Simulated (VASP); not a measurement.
A run of VASP 6.6.1 is set up as follows.

Contents of POSCAR:

```
Ga2O3
1.0
    2.4997250000      1.4432169000      4.5003166700
   -2.4997250000      1.4432169000      4.5003166700
    0.0000000000     -2.8864338000      4.5003166700
Ga O
4 6
Direct
    0.8559600000      0.8559600000      0.8559600000
    0.6440400000      0.6440400000      0.6440400000
    0.1440400000      0.1440400000      0.1440400000
    0.3559600000      0.3559600000      0.3559600000
    0.0526000000      0.4474000000      0.7500000000
    0.7500000000      0.0526000000      0.4474000000
    0.4474000000      0.7500000000      0.0526000000
    0.9474000000      0.5526000000      0.2500000000
    0.2500000000      0.9474000000      0.5526000000
    0.5526000000      0.2500000000      0.9474000000
```

Contents of INCAR.step1:

```
SYSTEM = Ga2O3
ALGO     = Normal         ! electronic algorithm
EDIFF    = 1E-4           ! SCF threshold, eV
ENCUT    = 520            ! plane-wave cutoff, eV
GGA      = PE             ! functional
ISMEAR   = 0              ! smearing method
LASPH    = .True.         ! aspherical terms in the spheres
LCHARG   = .False.        ! write CHGCAR
LREAL    = .False.        ! projectors in reciprocal space
LWAVE    = .True.         ! write WAVECAR
NBANDS   = 55             ! bands
NELM     = 100            ! most SCF steps
PREC     = Accurate       ! precision mode
SIGMA    = 0.1            ! smearing width, eV
```

The input INCAR.step2:

```
SYSTEM = Ga2O3
ALGO     = Normal         ! electronic algorithm
EDIFF    = 1E-7           ! SCF threshold, eV
ENCUT    = 520            ! plane-wave cutoff, eV
ISIF     = 2              ! what is computed and relaxed
ISMEAR   = 0              ! smearing method
ISTART   = 1            
LASPH    = .True.         ! aspherical terms in the spheres
LCHARG   = .False.        ! write CHGCAR
LMIXTAU  = .True.       
LREAL    = .False.        ! projectors in reciprocal space
LWAVE    = .False.        ! write WAVECAR
METAGGA  = R2SCAN         ! meta-GGA
NBANDS   = 55             ! bands
NELM     = 100            ! most SCF steps
PREC     = Accurate       ! precision mode
SIGMA    = 0.1            ! smearing width, eV
```

Contents of KPOINTS:

```
k-points
0
Gamma
  6 6 6
  0 0 0
```

Potentials or basis: VASP PAW PBE potentials, release 64 (Ga_d, O).

Run with:

```bash
$ cat potpaw_PBE.64/Ga_d/POTCAR potpaw_PBE.64/O/POTCAR > POTCAR
$ cp INCAR.step1 INCAR
$ mpirun -np 1 vasp_std > vasp.out
$ cp INCAR.step2 INCAR
$ mpirun -np 1 vasp_std > vasp.out
```

(1) Predict the pressure.

(2) What does it give for the band gap on the k mesh?

(3) Estimate the largest force.

## Answers

(1) -0.5 GPa.

(2) 3.42 eV (least direct gap 3.67 eV).

(3) 0.117 eV/Å.

Caveat: the PAW data sets were made with another functional, which shifts forces and pressure a little.
